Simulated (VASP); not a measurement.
A run of VASP 6.6.1:

The input POSCAR:

```
Zr
1.0
    3.2445832200      0.0000000000      0.0000000000
   -1.6222916100      2.8098914932      0.0000000000
    0.0000000000      0.0000000000      5.1573641137
Zr
2
Direct
    0.3333333333      0.6666666667      0.2500000000
    0.6666666667      0.3333333333      0.7500000000
```

File INCAR.step1:

```
SYSTEM = Zr
PREC = Accurate ; ENCUT = 520
ISMEAR = 0 ; SIGMA = 1.0
LREAL = .False. ; LASPH = .True.
NELM = 100 ; NBANDS = 19
GGA = PE ; ALGO = Normal
EDIFF = 1E-4 ; LWAVE = .True.
LCHARG = .False.
```

Contents of INCAR.step2:

```
SYSTEM = Zr
PREC = Accurate ; ENCUT = 520
EDIFF = 1E-7 ; ISMEAR = 0
SIGMA = 1.0 ; LREAL = .False.
LASPH = .True. ; NELM = 100
ALGO = Normal ; ISIF = 2
LWAVE = .False. ; LCHARG = .False.
METAGGA = R2SCAN ; LMIXTAU = .True.
NBANDS = 19 ; ISTART = 1
```

KPOINTS

```
regular mesh
0
Gamma
  11 11 6
  0 0 0
```

Potentials or basis: VASP PAW PBE potentials, release 64 (Zr_sv).

The run is started by

```bash
$ cat potpaw_PBE.64/Zr_sv/POTCAR > POTCAR
$ cp INCAR.step1 INCAR
$ mpirun -np 1 vasp_std > vasp.out
$ cp INCAR.step2 INCAR
$ mpirun -np 1 vasp_std > vasp.out
```

Hardware: 1 thread of Intel Xeon 8259CL, on a shared host.

Task: Estimate the wall time of this run.

Result: Wall time 3.2 min on 1 thread of Intel Xeon 8259CL, with other jobs on the host, peak memory 0.2 GiB. Counts: k points 64.
